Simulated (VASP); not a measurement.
# EuS (Fm-3m) in VASP: notebook

The runs below take EuS through single point, with PBE, PBE-based screened hybrid with 30 % exact exchange.

All numbers are computed with VASP 6.6.1; they aren't measurements. Logs are shortened: lines on timing, memory, paths and dates and some standing lists are left out, and cuts for length are marked.

## (1) The cell of the first run

It takes space group Fm-3m (No. 225, cubic). Conventional cell: a = 5.957 Å, b = 5.957 Å, c = 5.957 Å, α = 90.00°, β = 90.00°, γ = 90.00°. Eu (site symmetry m-3m) has 6 S at 2.98 Å within 3.9 Å. S (site symmetry m-3m) has 6 Eu at 2.98 Å within 3.9 Å.

## (2) Single point, PBE, collinear spin, ferromagnetic start

INCAR

```
SYSTEM = EuS
ALGO = Normal
EDIFF = 1E-6
ENCUT = 600
GGA = PE
GGA_COMPAT = .False.
ISIF = 2
ISMEAR = 0
ISPIN = 2
LASPH = .True.
LCHARG = .False.
LMAXMIX = 6
LORBIT = 11
LREAL = .False.
LWAVE = .False.
MAGMOM = 7 0
NBANDS = 22
NELM = 200
PREC = Accurate
SIGMA = 0.05
```

KPOINTS

```
k-points
0
Gamma
  4 4 4
  0 0 0
```

POSCAR

```
EuS
1.0
    0.0000000000      2.9785018670      2.9785018670
    2.9785018670      0.0000000000      2.9785018670
    2.9785018670      2.9785018670      0.0000000000
Eu S
1 1
Direct
    0.5000000000      0.5000000000      0.5000000000
    0.0000000000      0.0000000000      0.0000000000
```

Potentials or basis: VASP PAW PBE potentials, release 64 (Eu, S).

Command:

```bash
$ cat potpaw_PBE.64/Eu/POTCAR potpaw_PBE.64/S/POTCAR > POTCAR
$ mpirun -np 1 vasp_std > vasp.out
```

OUTCAR:

```text
SYSTEM = EuS
   EDIFF = 1E-6
   ENCUT = 600
   GGA = PE
   ISIF = 2
   ISMEAR = 0
   ISPIN = 2
   LASPH = .True.
   LORBIT = 11
   LREAL = .False.
   NELM = 200
   PREC = Accurate

 ion  position               nearest neighbor table
   1  0.500  0.500  0.500-   2 2.98   2 2.98   2 2.98   2 2.98   2 2.98   2 2.98
   2  0.000  0.000  0.000-   1 2.98   1 2.98   1 2.98   1 2.98   1 2.98   1 2.98

  LATTYP: Found a face centered cubic cell.
 ALAT       =     5.9570037340

  Lattice vectors:

 A1 = (   0.0000000000,   2.9785018670,   2.9785018670)
 A2 = (   2.9785018670,   0.0000000000,   2.9785018670)
 A3 = (   2.9785018670,   2.9785018670,   0.0000000000)

Analysis of symmetry for initial positions (statically):
=====================================================================
 Subroutine PRICEL returns:
 Original cell was already a primitive cell.

 Routine SETGRP: Setting up the symmetry group for a
 face centered cubic supercell.

 Subroutine GETGRP returns: Found 48 space group operations
 (whereof 48 operations were pure point group operations)
 out of a pool of 48 trial point group operations.

The static configuration has the point symmetry O_h .

Analysis of symmetry for dynamics (positions and initial velocities):
=====================================================================
 Subroutine PRICEL returns:
 Original cell was already a primitive cell.

 Routine SETGRP: Setting up the symmetry group for a
 face centered cubic supercell.

 Subroutine GETGRP returns: Found 48 space group operations
 (whereof 48 operations were pure point group operations)
 out of a pool of 48 trial point group operations.

The dynamic configuration has the point symmetry O_h .

Analysis of structural, dynamic, and magnetic symmetry:
=====================================================================
 Subroutine PRICEL returns:
 Original cell was already a primitive cell.

 Routine SETGRP: Setting up the symmetry group for a
 face centered cubic supercell.

 Subroutine GETGRP returns: Found 48 space group operations
 (whereof 48 operations were pure point group operations)
 out of a pool of 48 trial point group operations.

The overall configuration has the point symmetry O_h .

 Subroutine INISYM returns: Found 48 space group operations
 (whereof 48 operations are pure point group operations),
 and found     1 'primitive' translations

----------------------------------------------------------------------------------------

                                     Primitive cell

  volume of cell :      52.8474

  direct lattice vectors                    reciprocal lattice vectors
     0.000000000  2.978501867  2.978501867    -0.167869628  0.167869628  0.167869628
     2.978501867  0.000000000  2.978501867     0.167869628 -0.167869628  0.167869628
     2.978501867  2.978501867  0.000000000     0.167869628  0.167869628 -0.167869628

  length of vectors
     4.212237736  4.212237736  4.212237736     0.290758725  0.290758725  0.290758725

  position of ions in fractional coordinates (direct lattice)
     0.500000000  0.500000000  0.500000000
     0.000000000  0.000000000  0.000000000

  ion indices of the primitive-cell ions
   primitive index   ion index
                 1           1
                 2           2

----------------------------------------------------------------------------------------

 KPOINTS: k-points

Automatic generation of k-mesh.
 Grid dimensions read from file:
 generate k-points for:    4    4    4

 Generating k-lattice:

  Cartesian coordinates                     Fractional coordinates (reciprocal lattice)
    -0.041967407  0.041967407  0.041967407     0.250000000  0.000000000  0.000000000
     0.041967407 -0.041967407  0.041967407     0.000000000  0.250000000  0.000000000
     0.041967407  0.041967407 -0.041967407     0.000000000  0.000000000  0.250000000

  Length of vectors
     0.072689681  0.072689681  0.072689681

  Shift w.r.t. Gamma in fractional coordinates (k-lattice)
     0.000000000  0.000000000  0.000000000

 Subroutine IBZKPT returns following result:
 ===========================================

 Found      8 irreducible k-points:

 Following reciprocal coordinates:
            Coordinates               Weight
  0.000000  0.000000  0.000000      1.000000
  0.250000  0.000000  0.000000      8.000000
  0.500000  0.000000  0.000000      4.000000
  0.250000  0.250000  0.000000      6.000000
  0.500000  0.250000  0.000000     24.000000
 -0.250000  0.250000  0.000000     12.000000
  0.500000  0.500000  0.000000      3.000000
 -0.250000  0.500000  0.250000      6.000000
   k-points           NKPTS =      8   k-points in BZ     NKDIM =      8   number of bands    NBANDS=     22
   number of dos      NEDOS =    301   number of ions     NIONS =      2
   total plane-waves  NPLWV =  46656
   dimension x,y,z NGX =    36 NGY =   36 NGZ =   36
   dimension x,y,z NGXF=    72 NGYF=   72 NGZF=   72
   ions per type =               1   1
   NGX,Y,Z   is equivalent  to a cutoff of  14.21, 14.21, 14.21 a.u.
   NGXF,Y,Z  is equivalent  to a cutoff of  28.42, 28.42, 28.42 a.u.
 SYSTEM =  EuS
   PREC   = accura    normal or accurate (medium, high low for compatibility)
   ISTART =      0    job   : 0-new  1-cont  2-samecut
   ICHARG =      2    charge: 1-file 2-atom 10-const
   ISPIN  =      2    spin polarized calculation?
   LNONCOLLINEAR =      F non collinear calculations
   LSORBIT =      F    spin-orbit coupling
   LASPH  =      T    aspherical Exc in radial PAW
   ENCUT  =  600.0 eV  44.10 Ry    6.64 a.u.   8.41  8.41  8.41*2*pi/ulx,y,z
   NELM   =    200;   NELMIN=  2; NELMDL= -5     # of ELM steps
   EDIFF  = 0.1E-05   stopping-criterion for ELM
   LREAL  =      F    real-space projection
   EDIFFG = 0.1E-04   stopping-criterion for IOM
   NSW    =      0    number of steps for IOM
   IBRION =     -1    ionic relax: 0-MD 1-quasi-New 2-CG
   NFREE  =      0    steps in history (QN), initial steepest desc. (CG)
   ISIF   =      2    stress and relaxation
   ISYM   =      2    0-nonsym 1-usesym 2-fastsym
   POTIM  = 0.5000    time-step for ionic-motion
   TEBEG  =    0.0;   TEEND  =   0.0 temperature during run
   PSTRESS=    0.0 pullay stress
   NELECT =      23.0000    total number of electrons
   NUPDOWN=      -1.0000    fix difference up-down
   EMIN   =  10.00;   EMAX   =-10.00  energy-range for DOS
   EFERMI =   0.00;   METHOD = LEGACY
   ISMEAR =     0;   SIGMA  =   0.05  broadening in eV -4-tet -1-fermi 0-gaus
   EFERMI_NEDOS =   21; number of points for ismear=-14 and -15
   IALGO  =     38    algorithm
   IMIX   =      4    mixing-type and parameters
     AMIX     =   0.40;   BMIX     =  1.00
     AMIX_MAG =   1.60;   BMIX_MAG =  1.00
  volume/ion in A,a.u.               =      26.42       178.32
  Fermi-wavevector in a.u.,A,eV,Ry     =   1.240632  2.344454 20.941641  1.539167
  Thomas-Fermi vector in A             =   2.375064
   LORBIT       =     11    0 simple, 1 ext, 2 COOP (PROOUT), +10 PAW based schemes
   GGA     = PE    functional components
   LHFCALC =     F    Hartree Fock is set to
   AEXX    =    0.0000 exact exchange contribution
   IVDW    =     0    specifies the selected vdW correction
   LEPSILON=     F    determine dielectric tensor
   LRPA    =     F    only Hartree local field effects (RPA)
 spin polarized calculation
 Gauss-broadening in eV      SIGMA  =   0.05
  energy-cutoff  :      600.00
  volume of cell :       52.85
 maximum number of plane-waves:      1807
 NGX is ok and might be reduce to    36
   NGX = 17   NGY = 17   NGZ = 17

 number of electron      22.9999997 magnetization       6.9066611

 Free energy of the ion-electron system (eV)
  ---------------------------------------------------
  ext. energy  EPLUGINS =         0.00000000
  ---------------------------------------------------
  free energy    TOTEN  =       -19.89663033 eV

  energy without entropy =      -19.89413896  energy(sigma->0) =      -19.89538465

 E-fermi :   4.1956     XC(G=0):  -9.6424

 val. band max:        4.1628501074   @ k =   0.2500   0.2500   0.0000
 cond. band min:       4.3122391987   @ k =   0.0000   0.0000   0.0000
 fundamental gap:      0.1493890913
 Fermi energy:         4.1955637197

 spin component 1

 k-point     1 :       0.0000    0.0000    0.0000
  band No.  band energies     occupation
      1     -37.2484      1.00000
      2     -15.9514      1.00000
      3     -15.9514      1.00000
      4     -15.9514      1.00000
      5      -9.1750      1.00000
      6       1.5227      1.00000
[... 14 lines left out ...]
     21       6.2318      0.00000
     22      11.7104      0.00000

 k-point     2 :       0.2500    0.0000    0.0000
  band No.  band energies     occupation
      1     -37.2420      1.00000
      2     -16.1204      1.00000
      3     -15.9638      1.00000
      4     -15.9638      1.00000
      5      -8.7685      1.00000
      6      -0.0064      1.00000
[... 14 lines left out ...]
     21       8.0990      0.00000
     22      12.8108      0.00000

 k-point     3 :       0.5000    0.0000    0.0000
  band No.  band energies     occupation
      1     -37.2355      1.00000
      2     -16.2777      1.00000
      3     -15.9761      1.00000
      4     -15.9761      1.00000
      5      -8.3406      1.00000
      6      -1.0763      1.00000
[... 14 lines left out ...]
     21      10.8685      0.00000
     22      11.0408      0.00000
[... 76 lines left out ...]
 k-point     7 :       0.5000    0.5000    0.0000
  band No.  band energies     occupation
      1     -37.2315      1.00000
      2     -16.1828      1.00000
      3     -16.0435      1.00000
      4     -16.0435      1.00000
      5      -8.7881      1.00000
      6       0.2705      1.00000
[... 14 lines left out ...]
     21       8.9603      0.00000
     22      11.2787      0.00000

 k-point     8 :      -0.2500    0.5000    0.2500
  band No.  band energies     occupation
      1     -37.2314      1.00000
      2     -16.1136      1.00000
      3     -16.1136      1.00000
      4     -16.0680      1.00000
      5      -8.6069      1.00000
      6       0.1983      1.00000
[... 14 lines left out ...]
     21      11.4405      0.00000
     22      12.3742      0.00000
 Fermi energy:         4.1955637197

 spin component 2

 k-point     1 :       0.0000    0.0000    0.0000
  band No.  band energies     occupation
      1     -34.1771      1.00000
      2     -13.7137      1.00000
      3     -13.7137      1.00000
      4     -13.7137      1.00000
      5      -9.1760      1.00000
      6       1.6716      1.00000
[... 14 lines left out ...]
     21       8.9781      0.00000
     22      12.7434      0.00000

 k-point     2 :       0.2500    0.0000    0.0000
  band No.  band energies     occupation
      1     -34.1681      1.00000
      2     -13.9821      1.00000
      3     -13.7284      1.00000
      4     -13.7284      1.00000
      5      -8.6978      1.00000
      6       0.1793      1.00000
[... 14 lines left out ...]
     21       9.3704      0.00000
     22      13.8329      0.00000

 k-point     3 :       0.5000    0.0000    0.0000
  band No.  band energies     occupation
      1     -34.1590      1.00000
      2     -14.2159      1.00000
      3     -13.7430      1.00000
      4     -13.7430      1.00000
      5      -8.2248      1.00000
      6      -0.8605      1.00000
[... 14 lines left out ...]
     21      11.8035      0.00000
     22      11.8468      0.00000
[... 76 lines left out ...]
 k-point     7 :       0.5000    0.5000    0.0000
  band No.  band energies     occupation
      1     -34.1534      1.00000
      2     -14.0260      1.00000
      3     -13.8373      1.00000
      4     -13.8373      1.00000
      5      -8.8355      1.00000
      6       0.5226      1.00000
[... 14 lines left out ...]
     21      10.1682      0.00000
     22      11.9581      0.00000

 k-point     8 :      -0.2500    0.5000    0.2500
  band No.  band energies     occupation
      1     -34.1533      1.00000
      2     -13.9325      1.00000
      3     -13.9325      1.00000
      4     -13.8948      1.00000
      5      -8.5975      1.00000
      6       0.3284      1.00000
[... 14 lines left out ...]
     21      12.3159      0.00000
     22      12.9530      0.00000

------------------------ aborting loop because EDIFF is reached ----------------------------------------

  FORCE on cell =-STRESS in cart. coord.  units (eV):
  Direction    XX          YY          ZZ          XY          YZ          ZX
  --------------------------------------------------------------------------------------
  -------------------------------------------------------------------------------------
  Total       -0.9614855     -0.9614855     -0.9614855      0.0000000      0.0000000      0.0000000
  in kB      -29.1494045    -29.1494045    -29.1494045      0.0000000      0.0000000      0.0000000
  external PRESSURE =     -29.1494045 kB  Pullay stress =       0.0000000 kB

 VOLUME and BASIS-vectors are now :
 -----------------------------------------------------------------------------
  energy-cutoff  :      600.00
  volume of cell :       52.85
      direct lattice vectors                 reciprocal lattice vectors
     0.000000000  2.978501867  2.978501867    -0.167869628  0.167869628  0.167869628
     2.978501867  0.000000000  2.978501867     0.167869628 -0.167869628  0.167869628
     2.978501867  2.978501867  0.000000000     0.167869628  0.167869628 -0.167869628

 POSITION                                       TOTAL-FORCE (eV/Angst)
 -----------------------------------------------------------------------------------
      2.97850      2.97850      2.97850        -0.000000     -0.000000     -0.000000
      0.00000      0.00000      0.00000         0.000000      0.000000      0.000000
 -----------------------------------------------------------------------------------
    total drift:                                0.000000      0.000000      0.000000

  FREE ENERGIE OF THE ION-ELECTRON SYSTEM (eV)
  ---------------------------------------------------
  free  energy   TOTEN  =       -19.8966303284 eV

  energy  without entropy=      -19.8941389645  energy(sigma->0) =      -19.89538465

 total charge

# of ion       s       p       d       f       tot
--------------------------------------------------
    1        2.027   5.756   0.306   6.648  14.737
    2        1.315   2.430   0.000   0.000   3.745
--------------------------------------------------
tot          3.342   8.186   0.306   6.648  18.482

 magnetization (x)

# of ion       s       p       d       f       tot
--------------------------------------------------
    1       -0.015  -0.113   0.075   6.617   6.563
    2       -0.006  -0.061   0.000   0.000  -0.067
--------------------------------------------------
tot         -0.022  -0.174   0.075   6.617   6.496
```

Wall time 1.8 min (1 thread of AMD EPYC, shared host); peak memory 0.22 GiB.

Results:

- Free energy: -19.8966 eV
- Pressure: -2.9 GPa
- Net moment: 6.91 μB per cell
- Site moments: Eu +6.56; S -0.07 μB
- Valence electrons inside the program's atomic spheres: Eu 14.74; S 3.75

Caveat: the k points lie up to 0.46 Å⁻¹ apart; spin-orbit coupling is left out, which moves the levels of the heavy elements; a cell with one magnetic atom can't hold antiferromagnetic order, which such compounds often take; semilocal functionals describe open f shells poorly, which spoils levels, moments and volumes. The state reached can hang on the start; a lower one may exist.

(Continued in part 2 of 2.)
